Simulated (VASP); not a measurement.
Runs of VASP 6.6.1 on TiGe4Mo. The structure is that of space group P4/mmm (No. 123), or close to it. The cells are those of the table. 

| task | cell | k mesh | cutoff (eV) | gap on the mesh (eV) | pressure (GPa) | largest force (eV/Å) |
| --- | --- | --- | --- | --- | --- | --- |
| relaxation of cell and atoms | relaxed from a = 3.540, b = 3.540, c = 8.729 Å, 6 atoms | 6 × 6 × 2 | 600 | none | -0.2 | 0.01 |
| single point | a = 3.342, b = 3.342, c = 8.490 Å, 6 atoms | 6 × 6 × 2 | 520 | none | 0.2 | 0.01 |
| single point | a = 3.339, b = 3.339, c = 8.497 Å, 6 atoms | 12 × 12 × 6 | 520 | none | 0.2 | 0.01 |
| single point | a = 3.540, b = 3.540, c = 8.729 Å, 6 atoms | 6 × 6 × 2 | 520 | none | (a) | 0.43 |

Alike in all rows: level PBE; potentials or basis VASP PAW PBE potentials, release 64 (Ti_sv, Ge_d, Mo_sv); no spin polarisation; smearing gaussian 0.1 eV.

Q: Estimate the missing entries.

A: (a) -13.7.

Caveats: some runs use coarse meshes.

A k mesh can miss the band edges, and the runs leave out spin-orbit coupling on Ge, Mo.

A gap of «none» marks levels without a gap at the run's occupations.
